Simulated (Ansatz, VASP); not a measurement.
## Sn4Ge3: VASP beside Ansatz

INCAR

```
PREC = Accurate
ENCUT = 500
EDIFF = 1E-7
ISMEAR = 0
SIGMA = 0.1
LREAL = F
LASPH = T
NELM = 120
ALGO = Normal
ISIF = 3
LWAVE = F
LCHARG = F
GGA = PE
IBRION = 2
NSW = 100
EDIFFG = -0.01
GGA_COMPAT = F
NELMIN = 4
```

The input KPOINTS:

```
Automatic mesh
0
Gamma
  6 6 6
```

POSCAR

```
Sn4Ge3
1.0
    5.7266322443      0.0000000000      0.0000000000
   -2.8633161221      4.9594090017      0.0000000000
    0.0000000000      0.0000000000      6.0717099435
Sn Ge
4 3
Direct
    0.0000000000      0.0000000000      0.2494203889
    0.0000000000      0.0000000000      0.7505796111
    0.3333333333      0.6666666667      0.5000000000
    0.6666666667      0.3333333333      0.5000000000
    0.0000000000      0.5000000000      0.0000000000
    0.5000000000      0.0000000000      0.0000000000
    0.5000000000      0.5000000000      0.0000000000
```

Input for Ansatz:

```yaml
crystal:
  lattice:
    - [5.7266322443, 0.0, 0.0]
    - [-2.8633161221, 4.9594090017, 0.0]
    - [0.0, 0.0, 6.0717099435]
  atoms:
    - { symbol: Sn, position: [0.0, 0.0, 0.2494203889] }
    - { symbol: Sn, position: [0.0, 0.0, 0.7505796111] }
    - { symbol: Sn, position: [0.3333333333, 0.6666666667, 0.5] }
    - { symbol: Sn, position: [0.6666666667, 0.3333333333, 0.5] }
    - { symbol: Ge, position: [0.0, 0.5, 0.0] }
    - { symbol: Ge, position: [0.5, 0.0, 0.0] }
    - { symbol: Ge, position: [0.5, 0.5, 0.0] }
basis:
  ecutwfc: 420
kpoints:
  mp_grid: { grid: [6, 6, 6] }
hamiltonian:
  xc: pbe
scf:
  occupations: { method: gaussian, width: 0.1 }
output:
  forces: true
  stress: true
  eigenvalues: true
  write_density: true
  write_potential: true
  elf: true
  volumetric_format: npy
relax:
  adjacent_minimum: "off"
  f_tol: 0.01
  max_steps: 80
  cell: { stress_tol: 0.05 }
```

Change from the starting cell: species swapped into the Zr4Al3 type (P6/mmm, No. 191).

Alike in both runs: task relaxation of cell and atoms; functional PBE; k mesh 6 × 6 × 6; occupations gaussian, width 0.1 eV; no spin polarisation.

|  | VASP | Ansatz |
| --- | --- | --- |
| version | VASP 6.6.1 | Ansatz 0.2.0 |
| potentials or method | VASP PAW PBE potentials, release 64 (Sn_d, Ge_d), cutoff 500 eV | scalar-relativistic, plane waves, PAW |
| valence electrons in the cell | 98 | 98 |

|  | VASP | Ansatz | Ansatz less VASP |
| --- | --- | --- | --- |
| gap on the k mesh at the Fermi level, each at its own relaxed structure (eV) | none | none | - |
| relaxed volume (Å³/atom) | 24.65 | 24.66 | +0.012 |
| relaxed cell length with the largest relative difference (Å) | 5.942 | 5.944 | +0.0024 |

A gap of «none» marks a metal or a gap that the smearing closes.
